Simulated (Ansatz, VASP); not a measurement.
## Ga2O3 in VASP and in Ansatz

```
CELL_PARAMETERS angstrom
2.52898 1.46010 4.54132
-2.52898 1.46010 4.54132
0.00000 -2.92021 4.54132
ATOMIC_POSITIONS crystal
Ga 0.35584 0.35584 0.35584
Ga 0.14416 0.14416 0.14416
Ga 0.64416 0.64416 0.64416
Ga 0.85584 0.85584 0.85584
O 0.55310 0.94690 0.25000
O 0.25000 0.55310 0.94690
O 0.94690 0.25000 0.55310
O 0.44690 0.05310 0.75000
O 0.75000 0.44690 0.05310
O 0.05310 0.75000 0.44690
```

Alike in both runs: functional PBE; k mesh 6 × 6 × 6; occupations gaussian, width 0.02 eV; no spin polarisation.

Ansatz relaxed the structure, and its values are those at the end. VASP's run is a single point on that final structure, the one shown.

```csv
,VASP,Ansatz
version,VASP 6.6.1,Ansatz 0.2.0
potentials or method,"VASP PAW PBE potentials, release 64 (Ga_d, O), cutoff 600 eV","scalar-relativistic, plane waves, PAW"
valence electrons in the cell,88,88
```

|  | VASP | Ansatz | Ansatz less VASP |
| --- | --- | --- | --- |
| gap on the k mesh at the Fermi level (eV) | 2.39 | 2.40 | +0.013 |
| least direct gap on the mesh (eV) | 2.62 | 2.64 | +0.013 |
| pressure (GPa) | 0.7 | 0.0 | -0.67 |
| rms of the force components (eV/Å) | 0.005 | 0.000 | -0.0045 |
